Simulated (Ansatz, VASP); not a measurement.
**One calculation of KF, two programs**

The input INCAR:

```
SYSTEM = KF
PREC = Accurate
ENCUT = 520
EDIFF = 1E-8
ISMEAR = -1
SIGMA = 0.02
LREAL = .FALSE.
LASPH = .TRUE.
NELM = 60
ALGO = Normal
ISIF = 2
LWAVE = .FALSE.
LCHARG = .FALSE.
LEFG = .TRUE.
NBANDS = 15
```

Contents of KPOINTS:

```
regular mesh
0
G
  9 9 9
  0 0 0
```

The input POSCAR:

```
KF
1.0
    3.2589550000      0.0000000000      0.0000000000
    0.0000000000      3.2589550000      0.0000000000
    0.0000000000      0.0000000000      3.2589550000
K F
1 1
Direct
    0.0141726412      0.0141726412      0.0141726412
    0.5000000000      0.5000000000      0.5000000000
```

Input for Ansatz:

```yaml
crystal:
  lattice:
    - [3.258955, 0.0, 0.0]
    - [0.0, 3.258955, 0.0]
    - [0.0, 0.0, 3.258955]
  atoms:
    - { symbol: K, position: [0.0141726412, 0.0141726412, 0.0141726412] }
    - { symbol: F, position: [0.5, 0.5, 0.5] }
kpoints:
  mp_grid: { grid: [9, 9, 9] }
scf:
  occupations: { method: fermi_dirac, width: 0.02 }
hamiltonian:
  xc: lda
  pseudopotentials: { kind: paw }
output:
  forces: true
  stress: true
  eigenvalues: true
  efg: { contact_densities: true }
```

Alike in both runs: task electric field gradients; functional LDA; k mesh 9 × 9 × 9; occupations fermi-dirac, width 0.02 eV; no spin polarisation.

|  | VASP | Ansatz |
| --- | --- | --- |
| version | VASP 6.6.1 | Ansatz 0.2.0 |
| potentials or method | VASP PAW LDA potentials, release 64 (K_sv, F) | PAW with Ansatz's default frozen-core files, scalar-relativistic |
| plane-wave cutoff (eV) | 520 | 420 |
| valence electrons in the cell | 16 | 16 |

|  | VASP | Ansatz | Ansatz less VASP |
| --- | --- | --- | --- |
| gap on the k mesh at the Fermi level (eV) | 5.92 | 5.94 | +0.015 |
| pressure (GPa) | -5.6 | -5.7 | -0.08 |
| rms of the force components (eV/Å) | 0.017 | 0.014 | -0.0027 |
| size of Vzz on the site where it differs most (V/Å²) | 0.4 | 0.4 | -0.01 |

LDA's correlation is that of Perdew and Zunger in VASP and of Perdew and Wang (1992) in Ansatz. Atom by atom the forces differ by 0.003 eV/Å (rms over components).
